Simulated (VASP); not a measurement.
# Al3N4: single point with LDA

Al3N4, a slab with vacuum:

```
CELL_PARAMETERS angstrom
5.38668 0.00000 0.00000
-2.69334 5.21713 0.00000
0.00000 0.00000 17.27782
ATOMIC_POSITIONS crystal
Al 0.66666 0.00000 0.05788
Al 0.19866 0.51870 0.06567
Al 0.14299 0.01424 0.14306
Al 0.63149 0.50967 0.12637
Al 0.66735 0.96136 0.21216
Al 0.14042 0.48371 0.22246
N 0.53519 0.66627 0.03355
N 0.02694 0.15549 0.05642
N 0.03200 0.66585 0.13536
N 0.51258 0.11134 0.13498
N 0.51256 0.62603 0.21862
N 0.01382 0.13030 0.22950
N 0.08148 0.62772 0.33329
N 0.08665 0.76059 0.37841
```

| Quantity | Value |
| --- | --- |
| Program | VASP 6.6.1 |
| Task | single point |
| Functional | LDA |
| Potentials or basis | VASP PAW LDA potentials, release 64 (Al, N) |
| Cutoff | 520 eV |
| k mesh | 2 × 2 × 1 |
| Occupations | fermi-dirac, width 0.02 eV |
| Spin | no spin polarisation |

```json
{
 "Largest force": "3.641 eV/Å",
 "Band gap on the k mesh": "0.91 eV, indirect (least direct gap 0.96 eV)"
}
```

Forces in eV/Å, atoms in the order of the input:
```
Al  -0.102 -0.652 -0.418
Al  -2.696 -2.445 -0.108
Al  -0.563  0.399 -0.871
Al   1.389  0.011  0.377
Al  -2.171  0.117 -0.918
Al   0.089 -1.023 -0.824
N    1.362  0.288  1.085
N    1.421  2.274  1.067
N   -0.246 -2.531  0.759
N    0.444  2.156  0.638
N    0.032 -0.673 -0.798
N    1.130  2.139  0.523
N    0.420 -1.066 -1.796
N   -0.510  1.007  1.284
```

Levels at points of the mesh, in eV from the valence-band top:
```csv
k point,band 25,band 26,band 27,band 28,band 29,band 30,band 31,band 32,band 33,band 34
"(0.00, 0.00, 0.00)",-1.16,-0.96,-0.78,-0.55,-0.06,0.91,1.09,1.53,3.00,3.44
"(0.50, 0.00, 0.00)",-1.69,-1.44,-1.23,-0.65,-0.13,0.97,1.12,2.59,3.51,3.69
"(0.50, 0.50, 0.00)",-1.29,-0.88,-0.76,-0.66,0.00,0.98,1.09,2.06,2.92,3.42
"(0.00, 0.50, 0.00)",-2.00,-1.20,-0.98,-0.71,-0.14,0.98,1.09,2.54,3.43,3.72
```

Wall time 110 s on 1 thread of Intel(R) Xeon(R) 6975P-C (Granite Rapids), on a shared host, peak memory 0.44 GiB.

Caveat: the k points lie up to 0.66 Å⁻¹ apart; the standard files for N, O and F lose accuracy on very short bonds.
